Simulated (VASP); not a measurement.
Here is a VASP 6.6.1 calculation.

The input INCAR:

```
SYSTEM = Ga2SbP
PREC     = Accurate       ! precision mode
ENCUT    = 520            ! plane-wave cutoff, eV
EDIFF    = 1E-6           ! SCF threshold, eV
ISMEAR   = -1             ! smearing method
SIGMA    = 0.02           ! smearing width, eV
LREAL    = .False.        ! projectors in reciprocal space
LASPH    = .True.         ! aspherical terms in the spheres
NELM     = 100            ! most SCF steps
ALGO     = Normal         ! electronic algorithm
ISIF     = 2              ! what is computed and relaxed
LWAVE    = .False.        ! write WAVECAR
LCHARG   = .False.        ! write CHGCAR
GGA      = PE             ! functional
NBANDS   = 26             ! bands
```

File KPOINTS:

```
regular mesh
0
Gamma
  6 6 4
  0 0 0
```

File POSCAR:

```
Ga2SbP
1.0
    4.2210833570      0.0000000000      0.0000000000
    0.0000000000      4.2210833570      0.0000000000
    0.0000000000      0.0000000000      5.9891749364
P Ga Sb
1 2 1
Direct
    0.0000000000      0.0000000000      0.0000000000
    0.0000000000      0.5000000000      0.7764199684
    0.5000000000      0.0000000000      0.2235800316
    0.5000000000      0.5000000000      0.5000000000
```

Potentials or basis: VASP PAW PBE potentials, release 64 (P, Ga_d, Sb).

Launch:

```sh
$ cat potpaw_PBE.64/P/POTCAR potpaw_PBE.64/Ga_d/POTCAR potpaw_PBE.64/Sb/POTCAR > POTCAR
$ mpirun -np 1 vasp_std > vasp.out
```

Question: Estimate the largest force.

Answer: 0.054 eV/Å.

Question: What does it give for the pressure?

Answer: -2.8 GPa.

Question: What does it give for the band gap on the k mesh?

Answer: Zero (filled and empty bands touch).

Forces on the atoms (eV/Å):
```
P    0.000  0.000  0.000
Ga   0.000  0.000 -0.054
Ga   0.000  0.000  0.054
Sb   0.000  0.000  0.000
```

Caveat: semilocal functionals underestimate gaps, and a narrow one can read as zero; spin-orbit coupling is left out, which moves the levels of the heavy elements.
